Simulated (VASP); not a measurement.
# InSb (Pmmn) in VASP: notebook

InSb is run at these levels: LDA; tasks: electric field gradients.

All numbers are computed with VASP 6.6.1; they aren't measurements. Logs are shortened: lines on timing, memory, paths and dates and some standing lists are left out, and cuts for length are marked.

### Step 1. The cell of the first run

The structure is orthorhombic, space group Pmmn (No. 59). Conventional cell: a = 5.285 Å, b = 5.635 Å, c = 3.022 Å, α = 90.00°, β = 90.00°, γ = 90.00°. In (site symmetry mm2) has 4 Sb at 2.69 to 2.86 Å and 2 In at 3.02 Å within 3.5 Å. Sb (site symmetry mm2) has 4 In at 2.69 to 2.86 Å and 2 Sb at 3.02 Å within 3.5 Å.

### Step 2. Electric field gradients, LDA (volume scaled by 0.96)

INCAR reads:

```
ALGO = Normal
EDIFF = 1E-8
ENCUT = 520
ISIF = 2
ISMEAR = -1
LASPH = T
LCHARG = F
LEFG = T
LREAL = F
LWAVE = F
NBANDS = 26
NELM = 80
PREC = Accurate
SIGMA = 0.08
```

KPOINTS reads:

```
k-points
0
Gamma
  6 6 11
```

POSCAR reads:

```
InSb
1.0
    5.2845992329      0.0000000000      0.0000000000
    0.0000000000      5.6348013474      0.0000000000
    0.0000000000      0.0000000000      3.0216030335
In Sb
2 2
Direct
    0.0000000000      0.0000000000      0.0000000000
    0.5000000000      0.5000000000      0.0000000000
    0.5000000000      0.0000000000      0.8350000000
    0.0000000000      0.5000000000      0.1650000000
```

Potentials or basis: VASP PAW LDA potentials, release 64 (In_d, Sb).

Run with:

```bash
> cat potpaw_LDA.64/In_d/POTCAR potpaw_LDA.64/Sb/POTCAR > POTCAR
> mpirun -np 1 vasp_std > vasp.out
```

OUTCAR:

```text
EDIFF = 1E-8
   ENCUT = 520
   ISIF = 2
   ISMEAR = -1
   LASPH = T
   LREAL = F
   NELM = 80
   PREC = Accurate

 ion  position               nearest neighbor table
   1  0.000  0.000  0.000-   3 2.69   3 2.69   4 2.86   4 2.86   3 3.65   3 3.65   4 3.78   4 3.78
                             2 3.86   2 3.86   2 3.86   2 3.86
   2  0.500  0.500  0.000-   4 2.69   4 2.69   3 2.86   3 2.86   4 3.65   4 3.65   3 3.78   3 3.78
                             1 3.86   1 3.86   1 3.86   1 3.86
   3  0.500  0.000  0.835-   1 2.69   1 2.69   2 2.86   2 2.86   1 3.65   1 3.65   2 3.78   2 3.78

   4  0.000  0.500  0.165-   2 2.69   2 2.69   1 2.86   1 2.86   2 3.65   2 3.65   1 3.78   1 3.78

  LATTYP: Found a simple orthorhombic cell.
 ALAT       =     3.0216030335
 B/A-ratio  =     1.7489389487
 C/A-ratio  =     1.8648383937

  Lattice vectors:

 A1 = (   0.0000000000,   0.0000000000,   3.0216030335)
 A2 = (   5.2845992329,   0.0000000000,   0.0000000000)
 A3 = (   0.0000000000,   5.6348013474,   0.0000000000)

Analysis of symmetry for initial positions (statically):
=====================================================================
 Subroutine PRICEL returns:
 Original cell was already a primitive cell.

 Routine SETGRP: Setting up the symmetry group for a
 simple orthorhombic supercell.

 Subroutine GETGRP returns: Found  8 space group operations
 (whereof  4 operations were pure point group operations)
 out of a pool of  8 trial point group operations.

The static configuration has the point symmetry C_2v.
 The point group associated with its full space group is D_2h.

Analysis of symmetry for dynamics (positions and initial velocities):
=====================================================================
 Subroutine PRICEL returns:
 Original cell was already a primitive cell.

 Routine SETGRP: Setting up the symmetry group for a
 simple orthorhombic supercell.

 Subroutine GETGRP returns: Found  8 space group operations
 (whereof  4 operations were pure point group operations)
 out of a pool of  8 trial point group operations.

The dynamic configuration has the point symmetry C_2v.
 The point group associated with its full space group is D_2h.

 Subroutine INISYM returns: Found  8 space group operations
 (whereof  4 operations are pure point group operations),
 and found     1 'primitive' translations

[... 139 lines left out ...]
  ---------------------------------------------------
  ext. energy  EPLUGINS =         0.00000000
  ---------------------------------------------------
  free energy    TOTEN  =       -15.15419799 eV

  energy without entropy =      -15.12461795  energy(sigma->0) =      -15.13940797

 E-fermi :   9.9606     XC(G=0): -11.1169

 val. band max:        9.9301930617   @ k =   0.1667   0.3333   0.4545
 cond. band min:       9.9675715907   @ k =   0.1667   0.5000   0.4545
 fundamental gap:      0.0373785289
 Fermi energy:         9.9605860898

 k-point     1 :       0.0000    0.0000    0.0000
  band No.  band energies     occupation
      1      -5.4585      2.00000
      2      -5.4122      2.00000
      3      -5.2556      2.00000
      4      -5.0403      2.00000
      5      -5.0150      2.00000
      6      -4.8551      2.00000
[... 685 lines left out ...]
     25      17.2251      0.00000
     26      17.2251      0.00000

 [... further k-points ...]
[... 5 lines left out ...]
  --------------------------------------------------------------------------------------
  -------------------------------------------------------------------------------------
  Total       16.6570151      7.4940133      4.0946827      0.0000000      0.0000000      0.0000000
  in kB      296.6058321    133.4433588     72.9126287      0.0000000      0.0000000      0.0000000
  external PRESSURE =     167.6539399 kB  Pullay stress =       0.0000000 kB

 VOLUME and BASIS-vectors are now :
 -----------------------------------------------------------------------------
  energy-cutoff  :      520.00
  volume of cell :       89.98
      direct lattice vectors                 reciprocal lattice vectors
     5.284599233  0.000000000  0.000000000     0.189229108  0.000000000  0.000000000
     0.000000000  5.634801347  0.000000000     0.000000000  0.177468546  0.000000000
     0.000000000  0.000000000  3.021603033     0.000000000  0.000000000  0.330950158

 POSITION                                       TOTAL-FORCE (eV/Angst)
 -----------------------------------------------------------------------------------
      0.00000      0.00000      0.00000         0.000000      0.000000      0.279600
      2.64230      2.81740      0.00000         0.000000      0.000000     -0.279600
      2.64230      0.00000      2.52304         0.000000      0.000000     -0.727879
      0.00000      2.81740      0.49856         0.000000      0.000000      0.727879
 -----------------------------------------------------------------------------------
    total drift:                               -0.000000      0.000000     -0.000000

  FREE ENERGIE OF THE ION-ELECTRON SYSTEM (eV)
  ---------------------------------------------------
  free  energy   TOTEN  =       -15.1541979898 eV

  energy  without entropy=      -15.1246179516  energy(sigma->0) =      -15.13940797

 Electric field gradients (V/A^2)
---------------------------------------------------------------------
 ion       V_xx      V_yy      V_zz      V_xy      V_xz      V_yz
---------------------------------------------------------------------
   1     -87.568    13.839    73.729    -0.000    -0.000     0.000
   2     -87.568    13.839    73.729    -0.000     0.000     0.000
   3     -85.952   -69.357   155.310    -0.000     0.000    -0.000
   4     -85.952   -69.357   155.310     0.000     0.000    -0.000
---------------------------------------------------------------------

 Electric field gradients after diagonalization (V/A^2)
 (convention: |V_zz| > |V_xx| > |V_yy|)
----------------------------------------------------------------------
 ion       V_xx      V_yy      V_zz     asymmetry (V_yy - V_xx)/ V_zz
----------------------------------------------------------------------
   1      73.729    13.839   -87.568       0.684
   2      73.729    13.839   -87.568       0.684
   3     -85.952   -69.357   155.310       0.107
   4     -85.952   -69.357   155.310       0.107
----------------------------------------------------------------------

           NMR quadrupolar parameters

 Cq : quadrupolar parameter    Cq=e*Q*V_zz/h
 eta: asymmetry parameters     (V_yy - V_xx)/ V_zz
 Q  : nuclear electric quadrupole moment in mb (millibarn)
----------------------------------------------------------------------
 ion       Cq(MHz)       eta       Q (mb)
----------------------------------------------------------------------
   1      -0.212       0.684       1.000
   2      -0.212       0.684       1.000
   3       0.376       0.107       1.000
   4       0.376       0.107       1.000
----------------------------------------------------------------------
```

stdout:

```text
POSCAR found type information on POSCAR InSb
 POSCAR found :  2 types and       4 ions
 scaLAPACK will be used
 LDA part: xc-table for (Slater(with rela. corr.)+CA(PZ))
 , standard interpolation
 POSCAR, INCAR and KPOINTS ok, starting setup
 FFT: planning ... GRIDC
 FFT: planning ... GRID_SOFT
 FFT: planning ... GRID
 WAVECAR not read
 entering main loop
ion   1

ion   2

ion   3

ion   4
```

Wall time 1.7 min (1 thread of Intel Xeon 6975P-C (Granite Rapids), shared host); peak memory 0.3 GiB.

What came out:

```yaml
Free_energy: -15.1542 eV
Pressure: 16.8 GPa
Largest_force: 0.728 eV/Å
Band_gap_on_the_k_mesh: zero (band 18 reaches 11.79 eV, above the bottom of band 19 at 8.28 eV)
```

Forces on the atoms (eV/Å):
```
In   0.000  0.000  0.280
In   0.000  0.000 -0.280
Sb   0.000  0.000 -0.728
Sb   0.000  0.000  0.728
```

Electric field gradients, principal values (V/Å²):
```csv
atom,least,middle,greatest (by size)
1 In,13.839,73.729,-87.568
2 In,13.839,73.729,-87.568
3 Sb,-69.357,-85.952,155.310
4 Sb,-69.357,-85.952,155.310
```

Caveat: without QUAD_EFG the Cq values of the log hold for a quadrupole moment of 1 mb, not for the nuclei; spin-orbit coupling is left out, which moves the levels of the heavy elements.

### Step 3. Electric field gradients, LDA (volume scaled by 0.96)

INCAR reads:

```
SYSTEM = InSb
PREC = Accurate
ENCUT = 520
EDIFF = 1E-8
ISMEAR = -1
SIGMA = 0.08
LREAL = .False.
LASPH = .True.
NELM = 60
ALGO = Normal
ISIF = 2
LWAVE = .False.
LCHARG = .False.
GGA = CA
LEFG = .True.
NBANDS = 26
```

KPOINTS reads:

```
Automatic mesh
0
Gamma
  6 6 11
  0 0 0
```

POSCAR is that of step 2.

Potentials or basis: VASP PAW LDA potentials, release 64 (In_d, Sb).

Run with:

```bash
> cat potpaw_LDA.64/In_d/POTCAR potpaw_LDA.64/Sb/POTCAR > POTCAR
> mpirun -np 1 vasp_std > vasp.out
```

OUTCAR:

```text
SYSTEM = InSb
   PREC = Accurate
   ENCUT = 520
   EDIFF = 1E-8
   ISMEAR = -1
   LREAL = .False.
   LASPH = .True.
   NELM = 60
   ISIF = 2
   GGA = CA

 ion  position               nearest neighbor table
   1  0.000  0.000  0.000-   3 2.69   3 2.69   4 2.86   4 2.86   3 3.65   3 3.65   4 3.78   4 3.78
                             2 3.86   2 3.86   2 3.86   2 3.86
   2  0.500  0.500  0.000-   4 2.69   4 2.69   3 2.86   3 2.86   4 3.65   4 3.65   3 3.78   3 3.78
                             1 3.86   1 3.86   1 3.86   1 3.86
   3  0.500  0.000  0.835-   1 2.69   1 2.69   2 2.86   2 2.86   1 3.65   1 3.65   2 3.78   2 3.78

   4  0.000  0.500  0.165-   2 2.69   2 2.69   1 2.86   1 2.86   2 3.65   2 3.65   1 3.78   1 3.78

  LATTYP: Found a simple orthorhombic cell.
 ALAT       =     3.0216030335
 B/A-ratio  =     1.7489389487
 C/A-ratio  =     1.8648383937

  Lattice vectors:

 A1 = (   0.0000000000,   0.0000000000,   3.0216030335)
 A2 = (   5.2845992329,   0.0000000000,   0.0000000000)
 A3 = (   0.0000000000,   5.6348013474,   0.0000000000)

Analysis of symmetry for initial positions (statically):
[... 907 lines left out ...]
      2.64230      0.00000      2.52304         0.000000      0.000000     -0.727879
      0.00000      2.81740      0.49856         0.000000      0.000000      0.727879
 -----------------------------------------------------------------------------------
    total drift:                               -0.000000      0.000000     -0.000000

  FREE ENERGIE OF THE ION-ELECTRON SYSTEM (eV)
  ---------------------------------------------------
  free  energy   TOTEN  =       -15.1541979898 eV

  energy  without entropy=      -15.1246179516  energy(sigma->0) =      -15.13940797

 Electric field gradients (V/A^2)
---------------------------------------------------------------------
 ion       V_xx      V_yy      V_zz      V_xy      V_xz      V_yz
---------------------------------------------------------------------
   1     -87.568    13.839    73.729    -0.000    -0.000     0.000
   2     -87.568    13.839    73.729    -0.000     0.000     0.000
   3     -85.952   -69.357   155.310    -0.000     0.000    -0.000
   4     -85.952   -69.357   155.310     0.000     0.000    -0.000
---------------------------------------------------------------------

 Electric field gradients after diagonalization (V/A^2)
 (convention: |V_zz| > |V_xx| > |V_yy|)
----------------------------------------------------------------------
 ion       V_xx      V_yy      V_zz     asymmetry (V_yy - V_xx)/ V_zz
----------------------------------------------------------------------
   1      73.729    13.839   -87.568       0.684
   2      73.729    13.839   -87.568       0.684
   3     -85.952   -69.357   155.310       0.107
   4     -85.952   -69.357   155.310       0.107
----------------------------------------------------------------------

           NMR quadrupolar parameters

 Cq : quadrupolar parameter    Cq=e*Q*V_zz/h
 eta: asymmetry parameters     (V_yy - V_xx)/ V_zz
 Q  : nuclear electric quadrupole moment in mb (millibarn)
----------------------------------------------------------------------
 ion       Cq(MHz)       eta       Q (mb)
----------------------------------------------------------------------
   1      -0.212       0.684       1.000
   2      -0.212       0.684       1.000
   3       0.376       0.107       1.000
   4       0.376       0.107       1.000
----------------------------------------------------------------------
```

OSZICAR:

```text
N       E                     dE             d eps       ncg     rms          rms(c)
DAV:   1     0.303781331071E+03    0.30378E+03   -0.15761E+04  5000   0.160E+03
DAV:   2     0.116584826511E+02   -0.29212E+03   -0.28525E+03  5206   0.387E+02
DAV:   3    -0.143407263504E+02   -0.25999E+02   -0.25570E+02  6310   0.131E+02
DAV:   4    -0.153023818892E+02   -0.96166E+00   -0.95872E+00  5906   0.258E+01
DAV:   5    -0.153575947135E+02   -0.55213E-01   -0.55206E-01  7760   0.569E+00    0.765E+00
DAV:   6    -0.151963228718E+02    0.16127E+00   -0.24300E-01  6946   0.835E+00    0.413E+00
DAV:   7    -0.151574497441E+02    0.38873E-01   -0.10310E-01  7218   0.368E+00    0.795E-01
DAV:   8    -0.151545716103E+02    0.28781E-02   -0.13261E-02  6808   0.146E+00    0.497E-01
DAV:   9    -0.151542038971E+02    0.36771E-03   -0.96188E-04  6152   0.175E-01    0.119E-01
DAV:  10    -0.151541993646E+02    0.45326E-05   -0.45503E-05  6808   0.726E-02    0.382E-02
DAV:  11    -0.151541981501E+02    0.12144E-05   -0.67522E-06  6558   0.276E-02    0.202E-02
DAV:  12    -0.151541979802E+02    0.16993E-06   -0.56053E-07  6136   0.646E-03    0.429E-03
DAV:  13    -0.151541979898E+02   -0.96270E-08   -0.95008E-08  7030   0.379E-03
   1 F= -.15154198E+02 E0= -.15139408E+02  d E =-.295800E-01
```

stdout:

```text
POSCAR found type information on POSCAR InSb
 POSCAR found :  2 types and       4 ions
 scaLAPACK will be used
 LDA part: xc-table for (Slater(with rela. corr.)+CA(PZ))
 , standard interpolation
 POSCAR, INCAR and KPOINTS ok, starting setup
 FFT: planning ... GRIDC
 FFT: planning ... GRID_SOFT
 FFT: planning ... GRID
 WAVECAR not read
 entering main loop
ion   1

ion   2

ion   3

ion   4
```

Run time: 96 s. Hardware: 1 thread of Intel Xeon 6975P-C (Granite Rapids), shared host; peak memory 0.3 GiB.

Results:

| Quantity | Value |
| --- | --- |
| Free energy | -15.1542 eV |
| Pressure | 16.8 GPa |
| Largest force | 0.728 eV/Å |
| Band gap on the k mesh | zero (band 18 reaches 11.79 eV, above the bottom of band 19 at 8.28 eV) |

Forces on the atoms (eV/Å):
```
In   0.000  0.000  0.280
In   0.000  0.000 -0.280
Sb   0.000  0.000 -0.728
Sb   0.000  0.000  0.728
```

Electric field gradients, principal values (V/Å²):
```csv
atom,least,middle,greatest (by size)
1 In,13.839,73.729,-87.568
2 In,13.839,73.729,-87.568
3 Sb,-69.357,-85.952,155.310
4 Sb,-69.357,-85.952,155.310
```

Caveat: without QUAD_EFG the Cq values of the log hold for a quadrupole moment of 1 mb, not for the nuclei; spin-orbit coupling is left out, which moves the levels of the heavy elements.

[end of part 1 of 2]
